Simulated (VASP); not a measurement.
AlN, 4 atoms in the cell. It takes space group P6_3mc (No. 186, hexagonal). The conventional cell has a = 3.049 Å, b = 3.049 Å, c = 4.879 Å, α = 90.00°, β = 90.00°, γ = 120.00°. Al (site symmetry 3m) has 4 N at 1.85 to 1.86 Å within 2.5 Å. N (site symmetry 3m) has 4 Al at 1.85 to 1.86 Å within 2.5 Å. 

```yaml
Program: VASP 6.6.1
Task: single point
Functional: SVWN5
Potentials_or_basis: VASP PAW PBE potentials, release 64 (Al, N)
Cutoff: 520 eV
k_mesh: 10 × 10 × 6
Occupations: fermi-dirac, width 0.05 eV
Spin: no spin polarisation
Dipole_correction: no
Further_INCAR_settings: ALGO = Normal; EDIFF = 1e-07; NBANDS = 16
```

Potentials or basis: VASP PAW PBE potentials, release 64 (Al, N).

Command:

```sh
$ cat potpaw_PBE.64/Al/POTCAR potpaw_PBE.64/N/POTCAR > POTCAR
$ mpirun -np 1 vasp_std > vasp.out
```

Hardware: 1 thread of Intel(R) Xeon(R) 6975P-C (Granite Rapids), on a shared host.

Q: Estimate the wall time of this run.

A: Run time: 14 s on 1 thread of Intel(R) Xeon(R) 6975P-C (Granite Rapids), with other jobs on the host, peak memory 0.14 GiB. Counts: scf iterations 14, k points 56.
